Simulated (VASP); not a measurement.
# Ru (Im-3m) in VASP: further runs

The runs below take Ru through single point, with PBE.

Program: VASP 6.6.1. These are calculated values, not measurements. Logs are shortened: lines on timing, memory, paths and dates and some standing lists are left out, and cuts for length are marked.

**1. The cell of the first run**

Symmetry: Im-3m, No. 229, cubic system. The conventional cell has a = 3.062 Å, b = 3.062 Å, c = 3.062 Å, α = 90.00°, β = 90.00°, γ = 90.00°. Within 3.5 Å of Ru (site symmetry m-3m) lie 14 Ru at 2.65 to 3.06 Å.

**2. Single point, PBE, collinear spin, zero start**

INCAR reads:

```
PREC = Accurate
ENCUT = 500
EDIFF = 1E-6
ISMEAR = -1
SIGMA = 0.1
LREAL = False
LASPH = True
NELM = 200
ALGO = Normal
ISIF = 2
LWAVE = False
LCHARG = False
ISPIN = 2
MAGMOM = 0
LORBIT = 11
LMAXMIX = 4
GGA = PE
NBANDS = 17
GGA_COMPAT = False
```

KPOINTS reads:

```
Automatic mesh
0
Gamma
  8 8 8
```

POSCAR reads:

```
Ru
1.0
   -1.5309140000      1.5309140000      1.5309140000
    1.5309140000     -1.5309140000      1.5309140000
    1.5309140000      1.5309140000     -1.5309140000
Ru
1
Direct
    0.0000000000      0.0000000000      0.0000000000
```

Potentials or basis: VASP PAW PBE potentials, release 64 (Ru_pv).

Run with:

```bash
$ cat potpaw_PBE.64/Ru_pv/POTCAR > POTCAR
$ mpirun -np 1 vasp_std > vasp.out
```

OUTCAR:

```text
PREC = Accurate
   ENCUT = 500
   EDIFF = 1E-6
   ISMEAR = -1
   LREAL = False
   LASPH = True
   NELM = 200
   ISIF = 2
   ISPIN = 2
   LORBIT = 11
   GGA = PE

 ion  position               nearest neighbor table
   1  0.000  0.000  0.000-

  LATTYP: Found a body centered cubic cell.
 ALAT       =     3.0618280000

  Lattice vectors:

 A1 = (  -1.5309140000,   1.5309140000,   1.5309140000)
 A2 = (   1.5309140000,  -1.5309140000,   1.5309140000)
 A3 = (   1.5309140000,   1.5309140000,  -1.5309140000)

Analysis of symmetry for initial positions (statically):
=====================================================================
 Subroutine PRICEL returns:
 Original cell was already a primitive cell.

 Routine SETGRP: Setting up the symmetry group for a
 body centered cubic supercell.

 Subroutine GETGRP returns: Found 48 space group operations
[... 9 lines left out ...]

 Routine SETGRP: Setting up the symmetry group for a
 body centered cubic supercell.

 Subroutine GETGRP returns: Found 48 space group operations
 (whereof 48 operations were pure point group operations)
 out of a pool of 48 trial point group operations.

The dynamic configuration has the point symmetry O_h .

Analysis of structural, dynamic, and magnetic symmetry:
=====================================================================
 Subroutine PRICEL returns:
 Original cell was already a primitive cell.

 Routine SETGRP: Setting up the symmetry group for a
 body centered cubic supercell.

 Subroutine GETGRP returns: Found 48 space group operations
 (whereof 48 operations were pure point group operations)
 out of a pool of 48 trial point group operations.

The overall configuration has the point symmetry O_h .

 Subroutine INISYM returns: Found 48 space group operations
[... 5 lines left out ...]
                                     Primitive cell

  volume of cell :      14.3520

  direct lattice vectors                    reciprocal lattice vectors
    -1.530914000  1.530914000  1.530914000     0.000000000  0.326602278  0.326602278
     1.530914000 -1.530914000  1.530914000     0.326602278  0.000000000  0.326602278
     1.530914000  1.530914000 -1.530914000     0.326602278  0.326602278  0.000000000

  length of vectors
     2.651620830  2.651620830  2.651620830     0.461885371  0.461885371  0.461885371

  position of ions in fractional coordinates (direct lattice)
     0.000000000  0.000000000  0.000000000

  ion indices of the primitive-cell ions
   primitive index   ion index
                 1           1

----------------------------------------------------------------------------------------

 KPOINTS: Automatic mesh

Automatic generation of k-mesh.
 Grid dimensions read from file:
 generate k-points for:    8    8    8

 Generating k-lattice:

  Cartesian coordinates                     Fractional coordinates (reciprocal lattice)
     0.000000000  0.040825285  0.040825285     0.125000000  0.000000000  0.000000000
     0.040825285  0.000000000  0.040825285     0.000000000  0.125000000  0.000000000
     0.040825285  0.040825285  0.000000000     0.000000000  0.000000000  0.125000000

  Length of vectors
     0.057735671  0.057735671  0.057735671

  Shift w.r.t. Gamma in fractional coordinates (k-lattice)
     0.000000000  0.000000000  0.000000000

 Subroutine IBZKPT returns following result:
 ===========================================

 Found     29 irreducible k-points:

 Following reciprocal coordinates:
            Coordinates               Weight
  0.000000  0.000000  0.000000      1.000000
  0.125000  0.000000  0.000000     12.000000
  0.250000  0.000000  0.000000     12.000000
  0.375000  0.000000  0.000000     12.000000
  0.500000  0.000000  0.000000      6.000000
  0.125000  0.125000  0.000000     24.000000
[... 16 lines left out ...]
 -0.250000  0.250000  0.250000      6.000000
 -0.375000  0.375000  0.250000     24.000000
 [... further k-points ...]
   k-points           NKPTS =     29   k-points in BZ     NKDIM =     29   number of bands    NBANDS=     17
   number of dos      NEDOS =    301   number of ions     NIONS =      1
   total plane-waves  NPLWV =   8000
   dimension x,y,z NGX =    20 NGY =   20 NGZ =   20
   dimension x,y,z NGXF=    40 NGYF=   40 NGZF=   40
   ions per type =               1
   NGX,Y,Z   is equivalent  to a cutoff of  12.54, 12.54, 12.54 a.u.
   NGXF,Y,Z  is equivalent  to a cutoff of  25.08, 25.08, 25.08 a.u.
 SYSTEM =  unknown system
   PREC   = accura    normal or accurate (medium, high low for compatibility)
   ISTART =      0    job   : 0-new  1-cont  2-samecut
   ICHARG =      2    charge: 1-file 2-atom 10-const
   ISPIN  =      2    spin polarized calculation?
   LNONCOLLINEAR =      F non collinear calculations
   LSORBIT =      F    spin-orbit coupling
   LASPH  =      T    aspherical Exc in radial PAW
   ENCUT  =  500.0 eV  36.75 Ry    6.06 a.u.   4.83  4.83  4.83*2*pi/ulx,y,z
   NELM   =    200;   NELMIN=  2; NELMDL= -5     # of ELM steps
   EDIFF  = 0.1E-05   stopping-criterion for ELM
   LREAL  =      F    real-space projection
   EDIFFG = 0.1E-04   stopping-criterion for IOM
   NSW    =      0    number of steps for IOM
   IBRION =     -1    ionic relax: 0-MD 1-quasi-New 2-CG
   NFREE  =      0    steps in history (QN), initial steepest desc. (CG)
   ISIF   =      2    stress and relaxation
   ISYM   =      2    0-nonsym 1-usesym 2-fastsym
   POTIM  = 0.5000    time-step for ionic-motion
   TEBEG  =    0.0;   TEEND  =   0.0 temperature during run
   PSTRESS=    0.0 pullay stress
   NELECT =      14.0000    total number of electrons
   NUPDOWN=      -1.0000    fix difference up-down
   EMIN   =  10.00;   EMAX   =-10.00  energy-range for DOS
   EFERMI =   0.00;   METHOD = LEGACY
   ISMEAR =    -1;   SIGMA  =   0.10  broadening in eV -4-tet -1-fermi 0-gaus
   EFERMI_NEDOS =   21; number of points for ismear=-14 and -15
   IALGO  =     38    algorithm
   IMIX   =      4    mixing-type and parameters
     AMIX     =   0.40;   BMIX     =  1.00
     AMIX_MAG =   1.60;   BMIX_MAG =  1.00
  volume/ion in A,a.u.               =      14.35        96.85
  Fermi-wavevector in a.u.,A,eV,Ry     =   1.623604  3.068166 35.866171  2.636089
  Thomas-Fermi vector in A             =   2.717027
   LORBIT       =     11    0 simple, 1 ext, 2 COOP (PROOUT), +10 PAW based schemes
   GGA     = PE    functional components
   LHFCALC =     F    Hartree Fock is set to
   AEXX    =    0.0000 exact exchange contribution
   IVDW    =     0    specifies the selected vdW correction
   LEPSILON=     F    determine dielectric tensor
   LRPA    =     F    only Hartree local field effects (RPA)
 spin polarized calculation
  energy-cutoff  :      500.00
  volume of cell :       14.35
 maximum number of plane-waves:       378
   NGX =  9   NGY =  9   NGZ =  9

 number of electron      14.0000006 magnetization       0.0000109

 number of electron      14.0000006 magnetization      -0.0000219

 Free energy of the ion-electron system (eV)
  ---------------------------------------------------
  ext. energy  EPLUGINS =         0.00000000
  ---------------------------------------------------
  free energy    TOTEN  =        -8.66426827 eV

  energy without entropy =       -8.59778801  energy(sigma->0) =       -8.63102814

 E-fermi :  12.0501     XC(G=0): -13.7656

 val. band max:       12.0350269565   @ k =   0.2500   0.1250   0.1250
 cond. band min:      12.0582741352   @ k =   0.2500   0.0000   0.0000
 fundamental gap:      0.0232471787
 Fermi energy:        12.0500827616

 spin component 1

 k-point     1 :       0.0000    0.0000    0.0000
  band No.  band energies     occupation
      1     -30.5408      1.00000
      2     -30.5408      1.00000
      3     -30.5408      1.00000
      4       4.1965      1.00000
      5       9.3102      1.00000
      6       9.3102      1.00000
[... 9 lines left out ...]
     16      43.0680      0.00000
     17      43.0680      0.00000

 k-point     2 :       0.1250    0.0000    0.0000
  band No.  band energies     occupation
      1     -30.6781      1.00000
      2     -30.5852      1.00000
      3     -30.5411      1.00000
      4       4.8368      1.00000
      5       9.0256      1.00000
      6       9.2789      1.00000
[... 9 lines left out ...]
     16      40.9734      0.00000
     17      42.4513      0.00000

 k-point     3 :       0.2500    0.0000    0.0000
  band No.  band energies     occupation
      1     -31.0014      1.00000
      2     -30.6913      1.00000
      3     -30.5419      1.00000
      4       6.1191      1.00000
      5       8.4004      1.00000
      6       9.4173      1.00000
[... 9 lines left out ...]
     16      37.3232      0.00000
     17      40.9312      0.00000

 k-point     4 :       0.3750    0.0000    0.0000
  band No.  band energies     occupation
      1     -31.3139      1.00000
      2     -30.7958      1.00000
      3     -30.5429      1.00000
      4       6.2603      1.00000
      5       7.8441      1.00000
      6      11.2257      0.99974
[... 9 lines left out ...]
     16      39.0648      0.00000
     17      40.0198      0.00000
[... 343 lines left out ...]
      1     -30.9885      1.00000
      2     -30.9885      1.00000
      3     -30.9885      1.00000
      4       8.3567      1.00000
      5       8.3567      1.00000
      6       8.3567      1.00000
[... 9 lines left out ...]
     16      40.7668      0.00000
     17      42.5400      0.00000

 k-point    23 :      -0.2500    0.2500    0.2500
  band No.  band energies     occupation
      1     -31.0154      1.00000
      2     -30.8532      1.00000
      3     -30.8532      1.00000
      4       7.5428      1.00000
      5       8.5045      1.00000
      6      10.0706      1.00000
[... 9 lines left out ...]
     16      39.6383      0.00000
     17      42.7828      0.00000

 k-point    24 :      -0.3750    0.3750    0.2500
  band No.  band energies     occupation
      1     -31.2122      1.00000
      2     -30.9653      1.00000
      3     -30.8771      1.00000
      4       7.3439      1.00000
      5       7.8487      1.00000
      6      10.0709      1.00000
[... 9 lines left out ...]
     16      41.0534      0.00000
     17      42.5320      0.00000

 [... further k-points ...]

 spin component 2

 k-point     1 :       0.0000    0.0000    0.0000
  band No.  band energies     occupation
      1     -30.5408      1.00000
      2     -30.5408      1.00000
      3     -30.5408      1.00000
      4       4.1965      1.00000
      5       9.3102      1.00000
      6       9.3102      1.00000
[... 9 lines left out ...]
     16      43.0680      0.00000
     17      43.0680      0.00000

 k-point     2 :       0.1250    0.0000    0.0000
  band No.  band energies     occupation
      1     -30.6781      1.00000
      2     -30.5852      1.00000
      3     -30.5411      1.00000
      4       4.8368      1.00000
      5       9.0256      1.00000
      6       9.2789      1.00000
[... 9 lines left out ...]
     16      40.9733      0.00000
     17      42.4513      0.00000

 k-point     3 :       0.2500    0.0000    0.0000
  band No.  band energies     occupation
      1     -31.0014      1.00000
      2     -30.6913      1.00000
      3     -30.5419      1.00000
      4       6.1191      1.00000
      5       8.4004      1.00000
      6       9.4173      1.00000
[... 9 lines left out ...]
     16      37.3232      0.00000
     17      40.9311      0.00000

 k-point     4 :       0.3750    0.0000    0.0000
  band No.  band energies     occupation
      1     -31.3139      1.00000
      2     -30.7958      1.00000
      3     -30.5429      1.00000
      4       6.2603      1.00000
      5       7.8441      1.00000
      6      11.2257      0.99974
[... 9 lines left out ...]
     16      39.0648      0.00000
     17      40.0199      0.00000
[... 343 lines left out ...]
      1     -30.9885      1.00000
      2     -30.9885      1.00000
      3     -30.9885      1.00000
      4       8.3567      1.00000
      5       8.3567      1.00000
      6       8.3567      1.00000
[... 9 lines left out ...]
     16      40.7668      0.00000
     17      42.5399      0.00000

 k-point    23 :      -0.2500    0.2500    0.2500
  band No.  band energies     occupation
      1     -31.0155      1.00000
      2     -30.8532      1.00000
      3     -30.8532      1.00000
      4       7.5428      1.00000
      5       8.5046      1.00000
      6      10.0706      1.00000
[... 9 lines left out ...]
     16      39.6383      0.00000
     17      42.7827      0.00000

 k-point    24 :      -0.3750    0.3750    0.2500
  band No.  band energies     occupation
      1     -31.2122      1.00000
      2     -30.9653      1.00000
      3     -30.8772      1.00000
      4       7.3439      1.00000
      5       7.8487      1.00000
      6      10.0709      1.00000
[... 9 lines left out ...]
     16      41.0534      0.00000
     17      42.5320      0.00000

 [... further k-points ...]

------------------------ aborting loop because EDIFF is reached ----------------------------------------

  FORCE on cell =-STRESS in cart. coord.  units (eV):
  Direction    XX          YY          ZZ          XY          YZ          ZX
  --------------------------------------------------------------------------------------
  -------------------------------------------------------------------------------------
  Total       -0.1931703     -0.1931703     -0.1931703     -0.0000000     -0.0000000      0.0000000
  in kB      -21.5644601    -21.5644601    -21.5644601     -0.0000000     -0.0000000      0.0000000
  external PRESSURE =     -21.5644601 kB  Pullay stress =       0.0000000 kB

 VOLUME and BASIS-vectors are now :
 -----------------------------------------------------------------------------
  energy-cutoff  :      500.00
  volume of cell :       14.35
      direct lattice vectors                 reciprocal lattice vectors
    -1.530914000  1.530914000  1.530914000     0.000000000  0.326602278  0.326602278
     1.530914000 -1.530914000  1.530914000     0.326602278  0.000000000  0.326602278
     1.530914000  1.530914000 -1.530914000     0.326602278  0.326602278  0.000000000

 POSITION                                       TOTAL-FORCE (eV/Angst)
 -----------------------------------------------------------------------------------
      0.00000      0.00000      0.00000         0.000000      0.000000     -0.000000
 -----------------------------------------------------------------------------------
    total drift:                                0.000000     -0.000000      0.000000

  FREE ENERGIE OF THE ION-ELECTRON SYSTEM (eV)
  ---------------------------------------------------
  free  energy   TOTEN  =        -8.6642682690 eV

  energy  without entropy=       -8.5977880062  energy(sigma->0) =       -8.63102814

 total charge

# of ion       s       p       d       tot
------------------------------------------
    1        0.379   6.266   5.926  12.571

 magnetization (x)

# of ion       s       p       d       tot
------------------------------------------
    1       -0.000   0.000   0.000   0.000
```

It took 17 s on 1 thread of Intel Xeon 8259CL, shared host; peak memory 0.13 GiB.

What came out:

```yaml
Free_energy: -8.6643 eV
Pressure: -2.2 GPa
Band_gap_on_the_k_mesh: zero (filled and empty bands overlap)
Net_moment: 0.00 μB per cell
Valence_electrons_inside_the_program's_atomic_spheres: Ru 12.57
```

Caveat: the k points lie up to 0.36 Å⁻¹ apart.

**3. Single point, PBE, collinear spin, zero start**

INCAR reads:

```
SYSTEM = Ru
PREC = Accurate
ENCUT = 500
EDIFF = 1E-6
ISMEAR = -1
SIGMA = 0.1
LREAL = .FALSE.
LASPH = .TRUE.
NELM = 200
ALGO = Normal
ISIF = 2
LWAVE = .FALSE.
LCHARG = .TRUE.
ISPIN = 2
MAGMOM = 0
LORBIT = 11
LMAXMIX = 4
GGA = PE
LELF = .TRUE.
LVHAR = .TRUE.
NBANDS = 17
GGA_COMPAT = .FALSE.
```

KPOINTS reads:

```
regular mesh
0
G
  8 8 8
  0 0 0
```

POSCAR is that of step 2.

Potentials or basis: VASP PAW PBE potentials, release 64 (Ru_pv).

Run with:

```bash
$ cat potpaw_PBE.64/Ru_pv/POTCAR > POTCAR
$ mpirun -np 1 vasp_std > vasp.out
```

Wall time 17 s (1 thread of Intel Xeon 8259CL, shared host); peak memory 0.14 GiB.

Results (log left out):

- Free energy: -8.6643 eV
- Pressure: -2.2 GPa
- Band gap on the k mesh: zero (filled and empty bands overlap)
- Net moment: 0.00 μB per cell
- Valence electrons inside the program's atomic spheres: Ru 12.57

Levels at points of the mesh, in eV from the Fermi level:
Spin up:
```
           k point  band 3  band 4  band 5  band 6  band 7  band 8  band 9  band 10  band 11  band 12
(0.00, 0.00, 0.00)  -42.59   -7.85   -2.74   -2.74   -2.74   -0.12   -0.12    10.54    17.08    17.08
(0.50, 0.00, 0.00)  -42.59   -5.99   -4.42   -0.15    0.31    1.13    2.27     9.84    10.55    13.54
(0.50, 0.50, 0.50)  -43.23   -6.05   -6.05    1.69    1.69    1.69    9.13     9.13     9.13    10.54
```
Spin down:
```
           k point  band 5  band 6  band 7  band 8  band 9  band 10
(0.00, 0.00, 0.00)   -2.74   -2.74   -2.74   -0.12   -0.12    10.54
(0.50, 0.00, 0.00)   -4.42   -0.15    0.31    1.13    2.27     9.84
(0.50, 0.50, 0.50)   -6.05    1.69    1.69    1.69    9.13     9.13
```

Caveat: the k points lie up to 0.36 Å⁻¹ apart.
